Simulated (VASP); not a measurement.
Write the native input for VASP 6.6.1 that does the following.

| Quantity | Value |
| --- | --- |
| Task | single point |
| Functional | PBE |
| Dispersion | D3(BJ) |
| Potentials or basis | VASP PAW PBE potentials, release 64 (Sb, In_d, Cl) |
| Cutoff | 520 eV |
| k mesh | 6 × 6 × 1 |
| Occupations | gaussian, width 0.1 eV |
| Spin | no spin polarisation |
| Dipole correction | yes |
| Further INCAR settings | ALGO = Normal; EDIFF = 1e-07; NBANDS = 30 |

The structure of In2Sb2Cl lies in POSCAR:

```
In2Sb2Cl
1.0
    4.6293886023      0.0000000000      0.0000000000
   -2.3146943012      4.0091681336      0.0000000000
    0.0000000000      0.0000000000     22.0151773295
Sb In Cl
2 2 1
Direct
    0.0000000000      0.0000000000      0.1816928358
    0.3333333333      0.6666666667      0.3609342971
    0.3333333333      0.6666666667      0.2246164052
    0.6666666667      0.3333333333      0.3958713209
    0.6666666667      0.7777777778      0.5457679105
```

These files were run (other wordings do the same):

INCAR

```
SYSTEM = In2Sb2Cl
PREC = Accurate
ENCUT = 520
EDIFF = 1E-7
ISMEAR = 0
SIGMA = 0.1
LREAL = .FALSE.
LASPH = .TRUE.
NELM = 60
ALGO = Normal
ISIF = 2
LWAVE = .FALSE.
LCHARG = .TRUE.
LDIPOL = .TRUE.
IDIPOL = 3
DIPOL = 0.5 0.5 0.342
GGA = PE
IVDW = 12
LELF = .TRUE.
LVHAR = .TRUE.
LVACPOTAV = .TRUE.
NBANDS = 30
```

KPOINTS

```
Automatic mesh
0
G
  6 6 1
  0 0 0
```

Potentials or basis: VASP PAW PBE potentials, release 64 (Sb, In_d, Cl).

Command:

```bash
$ cat potpaw_PBE.64/Sb/POTCAR potpaw_PBE.64/In_d/POTCAR potpaw_PBE.64/Cl/POTCAR > POTCAR
$ mpirun -np 1 vasp_std > vasp.out
```

Results of the run:

| Quantity | Value |
| --- | --- |
| Largest force | 0.821 eV/Å |
| Band gap on the k mesh | zero (an odd number of electrons rules out a gap without spin polarisation) |
| Dispersion energy per atom | -0.199 eV |

Caveat: spin-orbit coupling is left out, which moves the levels of the heavy elements; an odd number of electrons without spin polarisation forces a metal; a magnetic or distorted state may lie lower.

It took 12 min on 1 thread of Oxide Virtual Turin-like Processor, on a shared host, peak memory 0.61 GiB.
